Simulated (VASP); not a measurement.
Crystal: NaH.

```
CELL_PARAMETERS angstrom
0.00000 2.44000 2.44000
2.44000 0.00000 2.44000
2.44000 2.44000 0.00000
ATOMIC_POSITIONS crystal
Na 0.00000 0.00000 0.00000
H 0.50000 0.50000 0.50000
```

* Program: VASP 6.6.1
* Task: relaxation of cell and atoms
* Functional: LDA
* Potentials or basis: VASP PAW LDA potentials, release 64 (Na_pv, H)
* Cutoff: 600 eV
* k mesh: 12 × 12 × 12
* Occupations: fermi-dirac, width 0.05 eV
* Spin: no spin polarisation

At the start: pressure -2.6 GPa; volume 14.53 Å³/atom.

Task: Where does the relaxation end?

Result: Over 4 steps the energy falls by 14.7 meV/atom and the volume is 12.89 Å³/atom (-11.3 %); space group Fm-3m (No. 225, to 0.1 Å) before and after.

Step by step:
```csv
step,energy change (eV),largest force (eV/Å),pressure (GPa),volume (Å³)
1,0.0000,0.0000,-2.63,29.05
2,-0.0143,0.0000,-1.98,28.06
3,-0.0288,0.0000,-0.42,26.22
4,-0.0294,0.0000,0.01,25.78
```

Final structure:
```xyz
2
Lattice="0.0000 2.3446 2.3446 2.3446 0.0000 2.3446 2.3446 2.3446 0.0000" Properties=species:S:1:pos:R:3 pbc="T T T"
Na    2.3446    0.0000    2.3446
H     2.3446    2.3446    2.3446
```
